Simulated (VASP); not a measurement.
# Ru (R-3m) in VASP: further runs

Runs on Ru. Level: PBE. Tasks: single point.

Program: VASP 6.6.1. These are calculated values, not measurements. Logs are shortened: lines on timing, memory, paths and dates and some standing lists are left out, and cuts for length are marked.

### 1 The cell of the first run

Symmetry: R-3m, No. 166, trigonal system. The conventional cell has a = 2.570 Å, b = 2.570 Å, c = 6.467 Å, α = 90.00°, β = 90.00°, γ = 120.00°. Within 3.4 Å of Ru (site symmetry -3m) lie 12 Ru at 2.57 to 2.62 Å.

### 2 Single point, PBE

File INCAR:

```
SYSTEM = Ru
  PREC = Accurate
  ENCUT = 520
  EDIFF = 1E-7
  ISMEAR = 0
  SIGMA = 0.15
  LREAL = .FALSE.
  LASPH = .TRUE.
  NELM = 80
  ALGO = Normal
  ISIF = 2
  LWAVE = .FALSE.
  LCHARG = .FALSE.
  GGA = PE
  NBANDS = 13
```

File KPOINTS:

```
regular mesh
0
G
  20 20 20
  0 0 0
```

File POSCAR:

```
Ru
1.0
    0.0333389707      1.8503128732      1.8503128732
    1.8503128732      0.0333389707      1.8503128732
    1.8503128732      1.8503128732      0.0333389707
Ru
1
Direct
    0.0000000000      0.0000000000      0.0000000000
```

Potentials or basis: VASP PAW PBE potentials, release 64 (Ru_pv).

On the command line:

```console
$ cat potpaw_PBE.64/Ru_pv/POTCAR > POTCAR
$ mpirun -np 1 vasp_std > vasp.out
```

OUTCAR:

```text
SYSTEM = Ru
   PREC = Accurate
   ENCUT = 520
   EDIFF = 1E-7
   ISMEAR = 0
   LREAL = .FALSE.
   LASPH = .TRUE.
   NELM = 80
   ISIF = 2
   GGA = PE

 ion  position               nearest neighbor table
   1  0.000  0.000  0.000-

  LATTYP: Found a trigonal (rhomboedric) cell.
 ALAT       =     2.6169499316
 COS(alpha) =     0.5179339447

  Lattice vectors:

 A1 = (   0.0333389707,   1.8503128732,   1.8503128732)
 A2 = (   1.8503128732,   0.0333389707,   1.8503128732)
 A3 = (   1.8503128732,   1.8503128732,   0.0333389707)

Analysis of symmetry for initial positions (statically):
=====================================================================
 Subroutine PRICEL returns:
 Original cell was already a primitive cell.

 Routine SETGRP: Setting up the symmetry group for a
 trigonal (rhombohedral) supercell.

 Subroutine GETGRP returns: Found 12 space group operations
 (whereof 12 operations were pure point group operations)
 out of a pool of 12 trial point group operations.

The static configuration has the point symmetry D_3d.

Analysis of symmetry for dynamics (positions and initial velocities):
=====================================================================
 Subroutine PRICEL returns:
 Original cell was already a primitive cell.

 Routine SETGRP: Setting up the symmetry group for a
 trigonal (rhombohedral) supercell.

 Subroutine GETGRP returns: Found 12 space group operations
 (whereof 12 operations were pure point group operations)
 out of a pool of 12 trial point group operations.

The dynamic configuration has the point symmetry D_3d.

 Subroutine INISYM returns: Found 12 space group operations
 (whereof 12 operations are pure point group operations),
 and found     1 'primitive' translations

----------------------------------------------------------------------------------------

                                     Primitive cell

  volume of cell :      12.3273

  direct lattice vectors                    reciprocal lattice vectors
     0.033338971  1.850312873  1.850312873    -0.277639808  0.272725829  0.272725829
     1.850312873  0.033338971  1.850312873     0.272725829 -0.277639808  0.272725829
     1.850312873  1.850312873  0.033338971     0.272725829  0.272725829 -0.277639808

  length of vectors
     2.616949932  2.616949932  2.616949932     0.475229017  0.475229017  0.475229017

  position of ions in fractional coordinates (direct lattice)
     0.000000000  0.000000000  0.000000000

  ion indices of the primitive-cell ions
   primitive index   ion index
                 1           1

----------------------------------------------------------------------------------------

 KPOINTS: regular mesh

Automatic generation of k-mesh.
 Grid dimensions read from file:
 generate k-points for:   20   20   20

 Generating k-lattice:

  Cartesian coordinates                     Fractional coordinates (reciprocal lattice)
    -0.013881990  0.013636291  0.013636291     0.050000000  0.000000000  0.000000000
     0.013636291 -0.013881990  0.013636291     0.000000000  0.050000000  0.000000000
     0.013636291  0.013636291 -0.013881990     0.000000000  0.000000000  0.050000000

  Length of vectors
     0.023761451  0.023761451  0.023761451

  Shift w.r.t. Gamma in fractional coordinates (k-lattice)
     0.000000000  0.000000000  0.000000000

 Subroutine IBZKPT returns following result:
 ===========================================

 Found    781 irreducible k-points:

 Following reciprocal coordinates:
            Coordinates               Weight
  0.000000  0.000000  0.000000      1.000000
  0.050000  0.000000  0.000000      6.000000
  0.100000  0.000000  0.000000      6.000000
  0.150000  0.000000  0.000000      6.000000
  0.200000  0.000000  0.000000      6.000000
  0.250000  0.000000  0.000000      6.000000
[... 16 lines left out ...]
 -0.400000  0.050000  0.000000     12.000000
 -0.350000  0.050000 -0.000000     12.000000
 [... further k-points ...]
   k-points           NKPTS =    781   k-points in BZ     NKDIM =    781   number of bands    NBANDS=     13
   number of dos      NEDOS =    301   number of ions     NIONS =      1
   total plane-waves  NPLWV =   8000
   dimension x,y,z NGX =    20 NGY =   20 NGZ =   20
   dimension x,y,z NGXF=    40 NGYF=   40 NGZF=   40
   ions per type =               1
   NGX,Y,Z   is equivalent  to a cutoff of  12.71, 12.71, 12.71 a.u.
   NGXF,Y,Z  is equivalent  to a cutoff of  25.41, 25.41, 25.41 a.u.
 SYSTEM =  Ru
   PREC   = accura    normal or accurate (medium, high low for compatibility)
   ISTART =      0    job   : 0-new  1-cont  2-samecut
   ICHARG =      2    charge: 1-file 2-atom 10-const
   ISPIN  =      1    spin polarized calculation?
   LNONCOLLINEAR =      F non collinear calculations
   LSORBIT =      F    spin-orbit coupling
   LASPH  =      T    aspherical Exc in radial PAW
   ENCUT  =  520.0 eV  38.22 Ry    6.18 a.u.   4.87  4.87  4.87*2*pi/ulx,y,z
   NELM   =     80;   NELMIN=  2; NELMDL= -5     # of ELM steps
   EDIFF  = 0.1E-06   stopping-criterion for ELM
   LREAL  =      F    real-space projection
   EDIFFG = 0.1E-05   stopping-criterion for IOM
   NSW    =      0    number of steps for IOM
   IBRION =     -1    ionic relax: 0-MD 1-quasi-New 2-CG
   NFREE  =      0    steps in history (QN), initial steepest desc. (CG)
   ISIF   =      2    stress and relaxation
   ISYM   =      2    0-nonsym 1-usesym 2-fastsym
   POTIM  = 0.5000    time-step for ionic-motion
   TEBEG  =    0.0;   TEEND  =   0.0 temperature during run
   PSTRESS=    0.0 pullay stress
   NELECT =      14.0000    total number of electrons
   NUPDOWN=      -1.0000    fix difference up-down
   EMIN   =  10.00;   EMAX   =-10.00  energy-range for DOS
   EFERMI =   0.00;   METHOD = LEGACY
   ISMEAR =     0;   SIGMA  =   0.15  broadening in eV -4-tet -1-fermi 0-gaus
   EFERMI_NEDOS =   21; number of points for ismear=-14 and -15
   IALGO  =     38    algorithm
   IMIX   =      4    mixing-type and parameters
     AMIX     =   0.40;   BMIX     =  1.00
     AMIX_MAG =   1.60;   BMIX_MAG =  1.00
  volume/ion in A,a.u.               =      12.33        83.19
  Fermi-wavevector in a.u.,A,eV,Ry     =   1.708028  3.227705 39.693087  2.917360
  Thomas-Fermi vector in A             =   2.786772
   LORBIT       =      0    0 simple, 1 ext, 2 COOP (PROOUT), +10 PAW based schemes
   GGA     = PE    functional components
   LHFCALC =     F    Hartree Fock is set to
   AEXX    =    0.0000 exact exchange contribution
   IVDW    =     0    specifies the selected vdW correction
   LEPSILON=     F    determine dielectric tensor
   LRPA    =     F    only Hartree local field effects (RPA)
 non-spin polarized calculation
 Gauss-broadening in eV      SIGMA  =   0.15
  energy-cutoff  :      520.00
  volume of cell :       12.33
 maximum number of plane-waves:       342
   NGX =  9   NGY =  9   NGZ =  9

 number of electron      14.0000000 magnetization

 Free energy of the ion-electron system (eV)
  ---------------------------------------------------
  ext. energy  EPLUGINS =         0.00000000
  ---------------------------------------------------
  free energy    TOTEN  =        -8.91392163 eV

  energy without entropy =       -8.90124720  energy(sigma->0) =       -8.90758442

 E-fermi :  14.6057     XC(G=0): -14.7253

 val. band max:       14.6047377997   @ k =   0.4500   0.0500  -0.0000
 cond. band min:      14.6063558090   @ k =  -0.2000   0.1000   0.1000
 fundamental gap:      0.0016180093
 Fermi energy:        14.6057217826

 k-point     1 :       0.0000    0.0000    0.0000
  band No.  band energies     occupation
      1     -27.8752      2.00000
      2     -27.8123      2.00000
      3     -27.8123      2.00000
      4       6.1312      2.00000
      5      11.3122      2.00000
      6      11.7491      2.00000
      7      11.7491      2.00000
      8      14.4722      1.79181
      9      14.4722      1.79181
     10      25.0432      0.00000
     11      29.5251      0.00000
     12      35.2825      0.00000
     13      36.1311      0.00000

 k-point     2 :       0.0500    0.0000    0.0000
  band No.  band energies     occupation
      1     -27.8850      2.00000
      2     -27.8462      2.00000
      3     -27.8179      2.00000
      4       6.2521      2.00000
      5      11.3540      2.00000
      6      11.6880      2.00000
      7      11.8097      2.00000
      8      14.4290      1.90432
      9      14.4322      1.89819
     10      25.0432      0.00000
     11      29.7433      0.00000
     12      35.2656      0.00000
     13      35.7662      0.00000

 k-point     3 :       0.1000    0.0000    0.0000
  band No.  band energies     occupation
      1     -27.9733      2.00000
      2     -27.8840      2.00000
      3     -27.8339      2.00000
      4       6.5983      2.00000
      5      11.3914      2.00000
      6      11.6077      2.00000
      7      11.9755      2.00000
      8      14.3237      1.99215
      9      14.3346      1.98941
     10      25.0432      0.00000
     11      30.3510      0.00000
     12      34.1815      0.00000
     13      36.2236      0.00000

 k-point     4 :       0.1500    0.0000    0.0000
  band No.  band energies     occupation
      1     -28.1450      2.00000
      2     -27.9064      2.00000
      3     -27.8589      2.00000
      4       7.1117      2.00000
      5      11.2427      2.00000
      6      11.7283      2.00000
      7      12.1891      2.00000
      8      14.2305      1.99960
      9      14.2531      1.99911
     10      25.0432      0.00000
     11      31.1588      0.00000
     12      32.9108      0.00000
     13      37.1959      0.00000

 k-point     5 :       0.2000    0.0000    0.0000
  band No.  band energies     occupation
      1     -28.3599      2.00000
      2     -27.9322      2.00000
      3     -27.8901      2.00000
      4       7.6624      2.00000
      5      11.1887      2.00000
      6      11.8383      2.00000
      7      12.3369      2.00000
      8      14.2648      1.99869
      9      14.3174      1.99345
     10      25.0431      0.00000
     11      31.1512      0.00000
     12      32.5522      0.00000
     13      38.4823      0.00000
[... 257 lines left out ...]
 k-point    22 :      -0.4500    0.0500    0.0000
  band No.  band energies     occupation
      1     -29.2948      2.00000
      2     -28.0674      2.00000
      3     -28.0450      2.00000
      4       7.8591      2.00000
      5      11.2268      2.00000
      6      11.6488      2.00000
      7      14.9909      0.00028
      8      16.4051      0.00000
      9      17.5502      0.00000
     10      25.0398      0.00000
     11      26.2946      0.00000
     12      29.4459      0.00000
     13      36.2643      0.00000

 k-point    23 :      -0.4000    0.0500    0.0000
  band No.  band energies     occupation
      1     -29.2187      2.00000
      2     -28.0610      2.00000
      3     -28.0282      2.00000
      4       7.9444      2.00000
      5      11.3171      2.00000
      6      11.7388      2.00000
      7      14.3793      1.96720
      8      15.9944      0.00000
      9      17.1692      0.00000
     10      25.0415      0.00000
     11      27.0178      0.00000
     12      29.9976      0.00000
     13      36.8018      0.00000

 k-point    24 :      -0.3500    0.0500   -0.0000
  band No.  band energies     occupation
      1     -29.0823      2.00000
      2     -28.0448      2.00000
      3     -28.0038      2.00000
      4       8.0792      2.00000
      5      11.4696      2.00000
      6      11.8936      2.00000
      7      13.4220      2.00000
      8      15.4291      0.00000
      9      16.5768      0.00000
     10      25.0423      0.00000
     11      27.9542      0.00000
     12      31.0238      0.00000
     13      37.7680      0.00000

 [... further k-points ...]

------------------------ aborting loop because EDIFF is reached ----------------------------------------

  FORCE on cell =-STRESS in cart. coord.  units (eV):
  Direction    XX          YY          ZZ          XY          YZ          ZX
  --------------------------------------------------------------------------------------
  -------------------------------------------------------------------------------------
  Total        3.6267964      3.6267964      3.6267964     -0.4939364     -0.4939364     -0.4939364
  in kB      471.3745893    471.3745893    471.3745893    -64.1968896    -64.1968896    -64.1968896
  external PRESSURE =     471.3745893 kB  Pullay stress =       0.0000000 kB

 VOLUME and BASIS-vectors are now :
 -----------------------------------------------------------------------------
  energy-cutoff  :      520.00
  volume of cell :       12.33
      direct lattice vectors                 reciprocal lattice vectors
     0.033338971  1.850312873  1.850312873    -0.277639808  0.272725829  0.272725829
     1.850312873  0.033338971  1.850312873     0.272725829 -0.277639808  0.272725829
     1.850312873  1.850312873  0.033338971     0.272725829  0.272725829 -0.277639808

 POSITION                                       TOTAL-FORCE (eV/Angst)
 -----------------------------------------------------------------------------------
      0.00000      0.00000      0.00000        -0.000000      0.000000     -0.000000
 -----------------------------------------------------------------------------------
    total drift:                               -0.000000     -0.000000     -0.000000

  FREE ENERGIE OF THE ION-ELECTRON SYSTEM (eV)
  ---------------------------------------------------
  free  energy   TOTEN  =        -8.9139216346 eV

  energy  without entropy=       -8.9012472041  energy(sigma->0) =       -8.90758442
```

It took 55 s on 1 thread of AMD EPYC 9R45 (Zen 5), shared host; peak memory 0.19 GiB.

What came out:

| Quantity | Value |
| --- | --- |
| Free energy | -8.9139 eV |
| Pressure | 47.1 GPa |
| Band gap on the k mesh | zero (band 7 reaches 17.24 eV, above the bottom of band 8 at 13.14 eV) |

Stress tensor (GPa, compression positive):
```
47.14 -6.42 -6.42
-6.42 47.14 -6.42
-6.42 -6.42 47.14
```

### 3 Single point, PBE

This run uses another cell than the first one, of 12.30 Å³/atom, 0.998 times its volume.

File INCAR:

```
ALGO     = Normal         # electronic algorithm
EDIFF    = 1E-6           # SCF threshold, eV
ENCUT    = 520            # plane-wave cutoff, eV
GGA      = PE             # functional
ISIF     = 2              # what is computed and relaxed
ISMEAR   = 0              # smearing method
LASPH    = T              # aspherical terms in the spheres
LCHARG   = F              # write CHGCAR
LREAL    = F              # projectors in reciprocal space
LWAVE    = F              # write WAVECAR
NBANDS   = 13             # bands
NELM     = 100            # most SCF steps
PREC     = Accurate       # precision mode
SIGMA    = 0.15           # smearing width, eV
```

File KPOINTS:

```
k-points
0
Gamma
  20 20 20
```

File POSCAR:

```
Ru
1.0
   -0.1000169121      1.7836349318      1.7836349318
    1.7836349318     -0.1000169121      1.7836349318
    1.7836349318      1.7836349318     -0.1000169121
Ru
1
Direct
    0.0000000000      0.0000000000      0.0000000000
```

Potentials or basis: VASP PAW PBE potentials, release 64 (Ru_pv).

On the command line:

```console
$ cat potpaw_PBE.64/Ru_pv/POTCAR > POTCAR
$ mpirun -np 1 vasp_std > vasp.out
```

It took 58 s on 1 thread of AMD EPYC 9R45 (Zen 5), shared host; peak memory 0.19 GiB.

Results (log left out):

```yaml
Free_energy: -8.7959 eV
Pressure: 51.2 GPa
Band_gap_on_the_k_mesh: zero (band 7 reaches 17.20 eV, above the bottom of band 8 at 12.92 eV)
```

Stress tensor (GPa, compression positive):
```
51.16 19.27 19.27
19.27 51.16 19.27
19.27 19.27 51.16
```

Levels at points of the mesh, in eV from the Fermi level:
```
           k point  band 3  band 4  band 5  band 6  band 7  band 8  band 9  band 10  band 11  band 12
(0.00, 0.00, 0.00)  -42.33   -8.49   -3.59   -3.59   -2.05   -0.04   -0.04    10.45    14.90    20.46
(0.50, 0.00, 0.00)  -42.55   -6.84   -3.85   -2.27    0.82    1.46    2.28    10.44    11.08    14.89
(0.50, 0.50, 0.00)  -42.83   -7.37   -6.85    1.78    2.54    2.91    4.08    10.45    13.17    15.27
(0.50, 0.50, 0.50)  -42.79   -6.99   -3.46   -3.46    2.20    2.38    2.38    10.45    12.78    13.93
```

### 4 Single point, PBE

This run uses another cell than the first one, of 14.35 Å³/atom, 1.164 times its volume.

File INCAR:

```
ALGO = Fast ; EDIFF = 1E-6
ENCUT = 520 ; GGA = PE
ISIF = 2 ; ISMEAR = 0
LASPH = True ; LCHARG = True
LELF = True ; LREAL = False
LVHAR = True ; LWAVE = False
NBANDS = 13 ; NELM = 60
PREC = Accurate ; SIGMA = 0.15
```

KPOINTS is that of step 3.

File POSCAR:

```
Ru
1.0
    0.0333389707      1.9455670751      1.9455670751
    1.9455670751      0.0333389707      1.9455670751
    1.9455670751      1.9455670751      0.0333389707
Ru
1
Direct
    0.0000000000      0.0000000000      0.0000000000
```

On the command line:

```console
$ cat potpaw_PBE.64/Ru_pv/POTCAR > POTCAR
$ mpirun -np 1 vasp_std > vasp.out
```

Wall time 83 s (1 thread of Intel Xeon Platinum 8488C (Sapphire Rapids), shared host); peak memory 0.24 GiB.

It converged, with:

```yaml
Free_energy: -9.1000 eV
Pressure: -10.1 GPa
Band_gap_on_the_k_mesh: zero (band 7 reaches 13.83 eV, above the bottom of band 8 at 10.62 eV)
```

Stress tensor (GPa, compression positive):
```
-10.15  -3.64  -3.64
 -3.64 -10.15  -3.64
 -3.64  -3.64 -10.15
```

Levels at points of the mesh, in eV from the Fermi level:
```tsv
k point	band 5	band 6	band 7	band 8	band 9	band 10
(0.00, 0.00, 0.00)	-2.61	-2.28	-2.28	-0.12	-0.12	10.60
(0.50, 0.00, 0.00)	-2.70	-2.31	1.08	1.48	1.72	9.54
(0.50, 0.50, 0.00)	-5.46	1.52	2.05	2.07	3.50	10.60
(0.50, 0.50, 0.50)	-2.44	-2.44	0.73	1.52	1.52	9.02
```

### 5 The runs side by side

| cell | gap on the mesh (eV) | pressure (GPa) |
| --- | --- | --- |
| a = 2.617 Å, angles 58.8°, 1 atom | none | 47.1 |
| a = 2.524 Å, angles 63.7°, 1 atom | none | 51.2 |
| a = 2.752 Å, angles 58.9°, 1 atom | none | -10.1 |

Alike in all rows: task single point; level PBE; potentials or basis VASP PAW PBE potentials, release 64 (Ru_pv); no spin polarisation; k mesh 20 × 20 × 20; cutoff (eV) 520; smearing gaussian 0.15 eV.

Total energies depend on the potentials used, so only differences within one code and one set of settings carry meaning.
